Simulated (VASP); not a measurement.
Here is a VASP 6.6.1 calculation.

POSCAR

```
RbCl
1.0
    0.0000000000      3.3058128222      3.3058128222
    3.3058128222      0.0000000000      3.3058128222
    3.3058128222      3.3058128222      0.0000000000
Rb Cl
1 1
Direct
    0.0000000000      0.0000000000      0.0000000000
    0.5000000000      0.5000000000      0.5000000000
```

Contents of INCAR.step1:

```
ALGO     = Normal         # electronic algorithm
EDIFF    = 1E-5           # SCF threshold, eV
ENCUT    = 400            # plane-wave cutoff, eV
GGA      = PE             # functional
GGA_COMPAT= F            
ISIF     = 2              # what is computed and relaxed
ISMEAR   = 0              # smearing method
LASPH    = T              # aspherical terms in the spheres
LREAL    = F              # projectors in reciprocal space
LWAVE    = T              # write WAVECAR
NBANDS   = 15             # bands
NELM     = 120            # most SCF steps
PREC     = Accurate       # precision mode
SIGMA    = 0.01           # smearing width, eV
```

The input INCAR.step2:

```
ALGO     = Normal         # electronic algorithm
EDIFF    = 1E-6           # SCF threshold, eV
ENCUT    = 400            # plane-wave cutoff, eV
GGA      = PE             # functional
GGA_COMPAT= F            
HFSCREEN = 0.2079         # screening, 1/A
ISIF     = 2              # what is computed and relaxed
ISMEAR   = 0              # smearing method
ISTART   = 1            
LASPH    = T              # aspherical terms in the spheres
LCHARG   = T              # write CHGCAR
LELF     = T              # ELF
LHFCALC  = T              # exact exchange
LREAL    = F              # projectors in reciprocal space
LVHAR    = T            
LWAVE    = F              # write WAVECAR
NBANDS   = 15             # bands
NELM     = 120            # most SCF steps
PREC     = Accurate       # precision mode
PRECFOCK = Normal       
SIGMA    = 0.01           # smearing width, eV
```

KPOINTS

```
k-points
0
Gamma
  4 4 4
```

Potentials or basis: VASP PAW PBE potentials, release 64 (Rb_sv, Cl).

Command:

```console
$ cat potpaw_PBE.64/Rb_sv/POTCAR potpaw_PBE.64/Cl/POTCAR > POTCAR
$ cp INCAR.step1 INCAR
$ mpirun -np 1 vasp_std > vasp.out
$ cp INCAR.step2 INCAR
$ mpirun -np 1 vasp_std > vasp.out
```

Task: Estimate the band gap on the k mesh.

Result: 6.25 eV.

Task: Estimate the pressure.

Result: 0.3 GPa.

Caveat: the PAW data sets were made with another functional, which shifts forces and pressure a little.
